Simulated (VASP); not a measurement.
# Fe (Fm-3m) in VASP: a series of runs

The runs below take Fe through single point, with PBE.

Everything below comes from runs of VASP 6.6.1. Logs are shortened: lines on timing, memory, paths and dates and some standing lists are left out, and cuts for length are marked.

### 1 The cell of the first run

The structure is cubic, space group Fm-3m (No. 225). Conventional cell: a = 3.652 Å, b = 3.652 Å, c = 3.652 Å, α = 90.00°, β = 90.00°, γ = 90.00°. Within 3.4 Å of Fe (site symmetry m-3m) lie 12 Fe at 2.58 Å.

### 2 Single point, PBE, collinear spin, ferromagnetic start

INCAR

```
PREC = Accurate
ENCUT = 520
EDIFF = 1E-7
ISMEAR = -1
SIGMA = 0.1
LREAL = False
LASPH = True
NELM = 150
ALGO = Normal
ISIF = 2
LWAVE = False
LCHARG = False
ISPIN = 2
MAGMOM = 0.57
LORBIT = 11
NUPDOWN = 0.57
LMAXMIX = 4
GGA = PE
NBANDS = 14
```

KPOINTS

```
regular mesh
0
Gamma
  12 12 12
```

POSCAR

```
Fe
1.0
    0.0000000000      1.8260000000      1.8260000000
    1.8260000000      0.0000000000      1.8260000000
    1.8260000000      1.8260000000      0.0000000000
Fe
1
Direct
    0.0000000000      0.0000000000      0.0000000000
```

Potentials or basis: VASP PAW PBE potentials, release 64 (Fe).

On the command line:

```
> cat potpaw_PBE.64/Fe/POTCAR > POTCAR
> mpirun -np 1 vasp_std > vasp.out
```

OUTCAR:

```text
PREC = Accurate
   ENCUT = 520
   EDIFF = 1E-7
   ISMEAR = -1
   LREAL = False
   LASPH = True
   NELM = 150
   ISIF = 2
   ISPIN = 2
   LORBIT = 11
   NUPDOWN = 0.57
   GGA = PE

 ion  position               nearest neighbor table
   1  0.000  0.000  0.000-

  LATTYP: Found a face centered cubic cell.
 ALAT       =     3.6520000000

  Lattice vectors:

 A1 = (   0.0000000000,   1.8260000000,   1.8260000000)
 A2 = (   1.8260000000,   0.0000000000,   1.8260000000)
 A3 = (   1.8260000000,   1.8260000000,   0.0000000000)

Analysis of symmetry for initial positions (statically):
=====================================================================
 Subroutine PRICEL returns:
 Original cell was already a primitive cell.

 Routine SETGRP: Setting up the symmetry group for a
 face centered cubic supercell.

 Subroutine GETGRP returns: Found 48 space group operations
 (whereof 48 operations were pure point group operations)
 out of a pool of 48 trial point group operations.

The static configuration has the point symmetry O_h .

Analysis of symmetry for dynamics (positions and initial velocities):
=====================================================================
 Subroutine PRICEL returns:
 Original cell was already a primitive cell.

 Routine SETGRP: Setting up the symmetry group for a
 face centered cubic supercell.

 Subroutine GETGRP returns: Found 48 space group operations
 (whereof 48 operations were pure point group operations)
 out of a pool of 48 trial point group operations.

The dynamic configuration has the point symmetry O_h .

Analysis of structural, dynamic, and magnetic symmetry:
=====================================================================
 Subroutine PRICEL returns:
 Original cell was already a primitive cell.

 Routine SETGRP: Setting up the symmetry group for a
 face centered cubic supercell.

 Subroutine GETGRP returns: Found 48 space group operations
 (whereof 48 operations were pure point group operations)
 out of a pool of 48 trial point group operations.

The overall configuration has the point symmetry O_h .

 Subroutine INISYM returns: Found 48 space group operations
 (whereof 48 operations are pure point group operations),
 and found     1 'primitive' translations

----------------------------------------------------------------------------------------

                                     Primitive cell

  volume of cell :      12.1768

  direct lattice vectors                    reciprocal lattice vectors
     0.000000000  1.826000000  1.826000000    -0.273822563  0.273822563  0.273822563
     1.826000000  0.000000000  1.826000000     0.273822563 -0.273822563  0.273822563
     1.826000000  1.826000000  0.000000000     0.273822563  0.273822563 -0.273822563

  length of vectors
     2.582353965  2.582353965  2.582353965     0.474274591  0.474274591  0.474274591

  position of ions in fractional coordinates (direct lattice)
     0.000000000  0.000000000  0.000000000

  ion indices of the primitive-cell ions
   primitive index   ion index
                 1           1

----------------------------------------------------------------------------------------

 KPOINTS: regular mesh

Automatic generation of k-mesh.
 Grid dimensions read from file:
 generate k-points for:   12   12   12

 Generating k-lattice:

  Cartesian coordinates                     Fractional coordinates (reciprocal lattice)
    -0.022818547  0.022818547  0.022818547     0.083333333  0.000000000  0.000000000
     0.022818547 -0.022818547  0.022818547     0.000000000  0.083333333  0.000000000
     0.022818547  0.022818547 -0.022818547     0.000000000  0.000000000  0.083333333

  Length of vectors
     0.039522883  0.039522883  0.039522883

  Shift w.r.t. Gamma in fractional coordinates (k-lattice)
     0.000000000  0.000000000  0.000000000

 Subroutine IBZKPT returns following result:
 ===========================================

 Found     72 irreducible k-points:

 Following reciprocal coordinates:
            Coordinates               Weight
  0.000000  0.000000  0.000000      1.000000
  0.083333  0.000000  0.000000      8.000000
  0.166667  0.000000  0.000000      8.000000
  0.250000  0.000000  0.000000      8.000000
  0.333333  0.000000  0.000000      8.000000
  0.416667  0.000000  0.000000      8.000000
[... 16 lines left out ...]
  0.500000  0.166667  0.000000     24.000000
 -0.416667  0.166667  0.000000     24.000000
 [... further k-points ...]
   k-points           NKPTS =     72   k-points in BZ     NKDIM =     72   number of bands    NBANDS=     14
   number of dos      NEDOS =    301   number of ions     NIONS =      1
   total plane-waves  NPLWV =   8000
   dimension x,y,z NGX =    20 NGY =   20 NGZ =   20
   dimension x,y,z NGXF=    40 NGYF=   40 NGZF=   40
   ions per type =               1
   NGX,Y,Z   is equivalent  to a cutoff of  12.88, 12.88, 12.88 a.u.
   NGXF,Y,Z  is equivalent  to a cutoff of  25.75, 25.75, 25.75 a.u.
 SYSTEM =  unknown system
   PREC   = accura    normal or accurate (medium, high low for compatibility)
   ISTART =      0    job   : 0-new  1-cont  2-samecut
   ICHARG =      2    charge: 1-file 2-atom 10-const
   ISPIN  =      2    spin polarized calculation?
   LNONCOLLINEAR =      F non collinear calculations
   LSORBIT =      F    spin-orbit coupling
   LASPH  =      T    aspherical Exc in radial PAW
   ENCUT  =  520.0 eV  38.22 Ry    6.18 a.u.   4.80  4.80  4.80*2*pi/ulx,y,z
   NELM   =    150;   NELMIN=  2; NELMDL= -5     # of ELM steps
   EDIFF  = 0.1E-06   stopping-criterion for ELM
   LREAL  =      F    real-space projection
   EDIFFG = 0.1E-05   stopping-criterion for IOM
   NSW    =      0    number of steps for IOM
   IBRION =     -1    ionic relax: 0-MD 1-quasi-New 2-CG
   NFREE  =      0    steps in history (QN), initial steepest desc. (CG)
   ISIF   =      2    stress and relaxation
   ISYM   =      2    0-nonsym 1-usesym 2-fastsym
   POTIM  = 0.5000    time-step for ionic-motion
   TEBEG  =    0.0;   TEEND  =   0.0 temperature during run
   PSTRESS=    0.0 pullay stress
   NELECT =       8.0000    total number of electrons
   NUPDOWN=       0.5700    fix difference up-down
   EMIN   =  10.00;   EMAX   =-10.00  energy-range for DOS
   EFERMI =   0.00;   METHOD = LEGACY
   ISMEAR =    -1;   SIGMA  =   0.10  broadening in eV -4-tet -1-fermi 0-gaus
   EFERMI_NEDOS =   21; number of points for ismear=-14 and -15
   IALGO  =     38    algorithm
   IMIX   =      4    mixing-type and parameters
     AMIX     =   0.40;   BMIX     =  1.00
     AMIX_MAG =   1.60;   BMIX_MAG =  1.00
  volume/ion in A,a.u.               =      12.18        82.17
  Fermi-wavevector in a.u.,A,eV,Ry     =   1.423183  2.689426 27.557915  2.025450
  Thomas-Fermi vector in A             =   2.543808
   LORBIT       =     11    0 simple, 1 ext, 2 COOP (PROOUT), +10 PAW based schemes
   GGA     = PE    functional components
   LHFCALC =     F    Hartree Fock is set to
   AEXX    =    0.0000 exact exchange contribution
   IVDW    =     0    specifies the selected vdW correction
   LEPSILON=     F    determine dielectric tensor
   LRPA    =     F    only Hartree local field effects (RPA)
 spin polarized calculation
  energy-cutoff  :      520.00
  volume of cell :       12.18
 maximum number of plane-waves:       342
   NGX =  9   NGY =  9   NGZ =  9

 number of electron       8.0000006 magnetization       0.5700000

 Free energy of the ion-electron system (eV)
  ---------------------------------------------------
  ext. energy  EPLUGINS =         0.00000000
  ---------------------------------------------------
  free energy    TOTEN  =        -7.91428380 eV

  energy without entropy =       -7.84991010  energy(sigma->0) =       -7.88209695

 E-fermi :   5.1906     XC(G=0): -12.7746

 val. band max:        5.1676274895   @ k =  -0.2500   0.1667   0.0000
 cond. band min:       4.9948624263   @ k =   0.4167   0.1667   0.0833
 fundamental gap:     -0.1727650633
 Fermi energy:         4.9756615104

 spin component 1

 k-point     1 :       0.0000    0.0000    0.0000
  band No.  band energies     occupation
      1      -2.8594      1.00000
      2       3.6484      1.00000
      3       3.6485      1.00000
      4       3.6485      1.00000
      5       4.4433      0.99515
      6       4.4433      0.99515
      7      26.9393      0.00000
      8      31.0573      0.00000
      9      31.0573      0.00000
     10      31.0573      0.00000
     11      33.9334      0.00000
     12      33.9334      0.00000
     13      33.9334      0.00000
     14      36.2614      0.00000
[... 375 lines left out ...]
 k-point    24 :      -0.4167    0.1667    0.0000
  band No.  band energies     occupation
      1       1.5917      1.00000
      2       2.7888      1.00000
      3       3.7233      1.00000
      4       3.7490      1.00000
      5       5.3989      0.01430
      6       7.9613      0.00000
      7      12.0402      0.00000
      8      21.3207      0.00000
      9      25.8124      0.00000
     10      26.6637      0.00000
     11      35.1014      0.00000
     12      35.3741      0.00000
     13      42.2373      0.00000
     14      44.7419      0.00000

 [... further k-points ...]

 spin component 2

 k-point     1 :       0.0000    0.0000    0.0000
  band No.  band energies     occupation
      1      -2.8240      1.00000
      2       3.9075      1.00000
      3       3.9075      1.00000
      4       3.9075      1.00000
      5       5.5380      0.03006
      6       5.5380      0.03005
      7      26.8065      0.00000
      8      31.2580      0.00000
      9      31.2580      0.00000
     10      31.2580      0.00000
     11      33.9720      0.00000
     12      33.9720      0.00000
     13      33.9720      0.00000
     14      35.9909      0.00000
[... 375 lines left out ...]
 k-point    24 :      -0.4167    0.1667    0.0000
  band No.  band energies     occupation
      1       1.7537      1.00000
      2       3.5458      1.00000
      3       3.9373      1.00000
      4       4.4908      0.99909
      5       5.9686      0.00042
      6       8.3327      0.00000
      7      12.2396      0.00000
      8      21.4632      0.00000
      9      25.9949      0.00000
     10      26.6743      0.00000
     11      35.2155      0.00000
     12      35.4471      0.00000
     13      42.3658      0.00000
     14      44.8442      0.00000

 [... further k-points ...]
[... 5 lines left out ...]
  --------------------------------------------------------------------------------------
  -------------------------------------------------------------------------------------
  Total       -2.2624479     -2.2624479     -2.2624479      0.0000000      0.0000000      0.0000000
  in kB     -297.6849305   -297.6849305   -297.6849305      0.0000000      0.0000000      0.0000000
  external PRESSURE =    -297.6849305 kB  Pullay stress =       0.0000000 kB

 VOLUME and BASIS-vectors are now :
 -----------------------------------------------------------------------------
  energy-cutoff  :      520.00
  volume of cell :       12.18
      direct lattice vectors                 reciprocal lattice vectors
     0.000000000  1.826000000  1.826000000    -0.273822563  0.273822563  0.273822563
     1.826000000  0.000000000  1.826000000     0.273822563 -0.273822563  0.273822563
     1.826000000  1.826000000  0.000000000     0.273822563  0.273822563 -0.273822563

 POSITION                                       TOTAL-FORCE (eV/Angst)
 -----------------------------------------------------------------------------------
      0.00000      0.00000      0.00000         0.000000     -0.000000     -0.000000
 -----------------------------------------------------------------------------------
    total drift:                                0.000000      0.000000      0.000000

  FREE ENERGIE OF THE ION-ELECTRON SYSTEM (eV)
  ---------------------------------------------------
  free  energy   TOTEN  =        -7.9142837986 eV

  energy  without entropy=       -7.8499100963  energy(sigma->0) =       -7.88209695

 total charge

# of ion       s       p       d       tot
------------------------------------------
    1        0.457   0.475   6.194   7.125

 magnetization (x)

# of ion       s       p       d       tot
------------------------------------------
    1       -0.002  -0.014   0.589   0.573
```

It took 13 s on 1 thread of Intel Xeon 6975P-C (Granite Rapids), shared host; peak memory 0.14 GiB.

Results:

```
Free energy                                           : -7.9143 eV
Pressure                                              : -29.8 GPa
Net moment                                            : 0.57 μB per cell
Site moments                                          : Fe +0.57 μB
Valence electrons inside the program's atomic spheres : Fe 7.12
```

Caveat: the total moment is fixed, so each spin has its own Fermi level.

### 3 Single point, PBE, collinear spin, ferromagnetic start

INCAR

```
ALGO = Normal
EDIFF = 1E-6
ENCUT = 520
GGA = PE
ISIF = 2
ISMEAR = -1
ISPIN = 2
LASPH = T
LCHARG = T
LELF = T
LMAXMIX = 4
LORBIT = 11
LREAL = F
LVHAR = T
LWAVE = F
MAGMOM = 1.7
NBANDS = 14
NELM = 150
NUPDOWN = 1.7
PREC = Accurate
SIGMA = 0.1
```

KPOINTS

```
k-points
0
Gamma
  12 12 12
```

POSCAR is that of step 2.

Potentials or basis: VASP PAW PBE potentials, release 64 (Fe).

On the command line:

```
> cat potpaw_PBE.64/Fe/POTCAR > POTCAR
> mpirun -np 1 vasp_std > vasp.out
```

OUTCAR:

```text
EDIFF = 1E-6
   ENCUT = 520
   GGA = PE
   ISIF = 2
   ISMEAR = -1
   ISPIN = 2
   LASPH = T
   LORBIT = 11
   LREAL = F
   NELM = 150
   NUPDOWN = 1.7
   PREC = Accurate

 ion  position               nearest neighbor table
   1  0.000  0.000  0.000-

  LATTYP: Found a face centered cubic cell.
 ALAT       =     3.6520000000

  Lattice vectors:

 A1 = (   0.0000000000,   1.8260000000,   1.8260000000)
 A2 = (   1.8260000000,   0.0000000000,   1.8260000000)
 A3 = (   1.8260000000,   1.8260000000,   0.0000000000)

Analysis of symmetry for initial positions (statically):
=====================================================================
 Subroutine PRICEL returns:
 Original cell was already a primitive cell.

 Routine SETGRP: Setting up the symmetry group for a
 face centered cubic supercell.

 Subroutine GETGRP returns: Found 48 space group operations
 (whereof 48 operations were pure point group operations)
 out of a pool of 48 trial point group operations.

The static configuration has the point symmetry O_h .

Analysis of symmetry for dynamics (positions and initial velocities):
[... 596 lines left out ...]
      4       4.6314      0.99678
      5       6.3022      0.00002
      6       6.3023      0.00002
      7      26.7123      0.00000
      8      31.3209      0.00000
      9      31.3209      0.00000
     10      31.3209      0.00000
     11      34.2010      0.00000
     12      34.2010      0.00000
     13      34.2010      0.00000
     14      35.8315      0.00000
[... 379 lines left out ...]
      3       4.4851      0.99925
      4       5.2064      0.49638
      5       6.7729      0.00000
      6       8.8299      0.00000
      7      12.6900      0.00000
      8      21.6325      0.00000
      9      26.1864      0.00000
     10      26.7473      0.00000
     11      35.3721      0.00000
     12      35.5187      0.00000
     13      42.5219      0.00000
     14      45.0002      0.00000

 [... further k-points ...]
[... 5 lines left out ...]
  --------------------------------------------------------------------------------------
  -------------------------------------------------------------------------------------
  Total       -1.4215272     -1.4215272     -1.4215272      0.0000000     -0.0000000     -0.0000000
  in kB     -187.0395428   -187.0395428   -187.0395428      0.0000000     -0.0000000     -0.0000000
  external PRESSURE =    -187.0395428 kB  Pullay stress =       0.0000000 kB

 VOLUME and BASIS-vectors are now :
 -----------------------------------------------------------------------------
  energy-cutoff  :      520.00
  volume of cell :       12.18
      direct lattice vectors                 reciprocal lattice vectors
     0.000000000  1.826000000  1.826000000    -0.273822563  0.273822563  0.273822563
     1.826000000  0.000000000  1.826000000     0.273822563 -0.273822563  0.273822563
     1.826000000  1.826000000  0.000000000     0.273822563  0.273822563 -0.273822563

 POSITION                                       TOTAL-FORCE (eV/Angst)
 -----------------------------------------------------------------------------------
      0.00000      0.00000      0.00000         0.000000      0.000000      0.000000
 -----------------------------------------------------------------------------------
    total drift:                                0.000000      0.000000      0.000000

  FREE ENERGIE OF THE ION-ELECTRON SYSTEM (eV)
  ---------------------------------------------------
  free  energy   TOTEN  =        -8.0268640941 eV

  energy  without entropy=       -7.9575594927  energy(sigma->0) =       -7.99221179

 total charge

# of ion       s       p       d       tot
------------------------------------------
    1        0.460   0.478   6.192   7.130

 magnetization (x)

# of ion       s       p       d       tot
------------------------------------------
    1       -0.013  -0.039   1.758   1.706
```

stdout:

```text
POSCAR found type information on POSCAR Fe
 POSCAR found :  1 types and       1 ions
 scaLAPACK will be used
 LDA part: xc-table for (Slater+PW92), standard interpolation
 POSCAR, INCAR and KPOINTS ok, starting setup
 FFT: planning ... GRIDC
 FFT: planning ... GRID_SOFT
 FFT: planning ... GRID
 WAVECAR not read
 entering main loop
```

Run time: 11 s. Hardware: 1 thread of Intel Xeon 6975P-C (Granite Rapids), shared host; peak memory 0.14 GiB.

What came out:

| Quantity | Value |
| --- | --- |
| Free energy | -8.0269 eV |
| Pressure | -18.7 GPa |
| Net moment | 1.70 μB per cell |
| Site moments | Fe +1.71 μB |
| Valence electrons inside the program's atomic spheres | Fe 7.13 |

Caveat: the total moment is fixed, so each spin has its own Fermi level.

[end of part 1 of 2]
